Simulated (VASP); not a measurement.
Input of a VASP 6.6.1 run:

The input INCAR:

```
SYSTEM = Re
PREC     = Accurate       ! precision mode
ENCUT    = 520            ! plane-wave cutoff, eV
EDIFF    = 1E-7           ! SCF threshold, eV
ISMEAR   = 0              ! smearing method
SIGMA    = 0.15           ! smearing width, eV
LREAL    = .False.        ! projectors in reciprocal space
LASPH    = .True.         ! aspherical terms in the spheres
NELM     = 60             ! most SCF steps
ALGO     = Normal         ! electronic algorithm
ISIF     = 2              ! what is computed and relaxed
LWAVE    = .False.        ! write WAVECAR
LCHARG   = .False.        ! write CHGCAR
GGA      = PS             ! functional
NBANDS   = 14             ! bands
```

File KPOINTS:

```
Automatic mesh
0
Gamma
  18 18 10
  0 0 0
```

Contents of POSCAR:

```
Re
1.0
    2.7731227596      0.0000000000      0.0000000000
   -1.3865613798      2.4015947577      0.0000000000
    0.0000000000      0.0000000000      4.4801695417
Re
2
Direct
    0.3333333333      0.6666666667      0.2344034496
    0.6666666667      0.3333333333      0.7655965504
```

Potentials or basis: VASP PAW PBE potentials, release 64 (Re).

Run with:

```sh
$ cat potpaw_PBE.64/Re/POTCAR > POTCAR
$ mpirun -np 1 vasp_std > vasp.out
```

Estimate the pressure.

-6.4 GPa.

Predict the band gap on the k mesh.

zero (band 7 reaches 9.07 eV, above the bottom of band 8 at 5.97 eV).

What does it give for the largest force?

0.743 eV/Å.

Forces on the atoms (eV/Å):
```
Re   0.000  0.000  0.743
Re   0.000  0.000 -0.743
```

Caveat: the PAW data sets were made with another functional, which shifts forces and pressure a little; spin-orbit coupling is left out, which moves the levels of the heavy elements.
